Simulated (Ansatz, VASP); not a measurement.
**One calculation of W, two programs**

Contents of INCAR:

```
PREC = Accurate
ENCUT = 520
EDIFF = 1E-6
ISMEAR = -1
SIGMA = 0.1
LREAL = False
LASPH = True
NELM = 80
ALGO = Normal
ISIF = 2
LWAVE = False
LCHARG = False
GGA = PS
NBANDS = 13
```

KPOINTS

```
Automatic mesh
0
Gamma
  16 16 16
```

POSCAR

```
W
1.0
    2.5652717248      0.0000000000      0.0000000000
    0.0000000000      2.5652717248      0.0000000000
    0.0000000000      0.0000000000      2.5652717248
W
1
Direct
    0.0000000000      0.0000000000      0.0000000000
```

Input for Ansatz:

```yaml
crystal:
  lattice:
    - [2.5652717248, 0.0, 0.0]
    - [0.0, 2.5652717248, 0.0]
    - [0.0, 0.0, 2.5652717248]
  atoms:
    - { symbol: W, position: [0.0, 0.0, 0.0] }
kpoints:
  mp_grid: { grid: [16, 16, 16] }
scf:
  occupations: { method: fermi_dirac, width: 0.1 }
hamiltonian:
  xc: pbesol
  pseudopotentials: { kind: all_electron, lapw: { basis_error: 0.001 } }
output:
  forces: true
  stress: true
  eigenvalues: true
  populations: true
```

Change from the starting cell: volume scaled by 0.95, LAPW.

Alike in both runs: task single point; functional PBEsol; k mesh 16 × 16 × 16; occupations fermi-dirac, width 0.1 eV; no spin polarisation.

|  | VASP | Ansatz |
| --- | --- | --- |
| version | VASP 6.6.1 | Ansatz 0.2.0 |
| potentials or method | VASP PAW PBE potentials, release 64 (W_sv), cutoff 520 eV | all-electron LAPW, scalar-relativistic |

VASP gave:

```
pressure (GPa) : 14.4
```

Which values does Ansatz return?

Pressure (GPa): 13.3.

VASP's potentials were made for PBE, not for PBEsol. Ansatz ran all-electron here, and VASP with PAW potentials.

Spin-orbit coupling is off throughout.
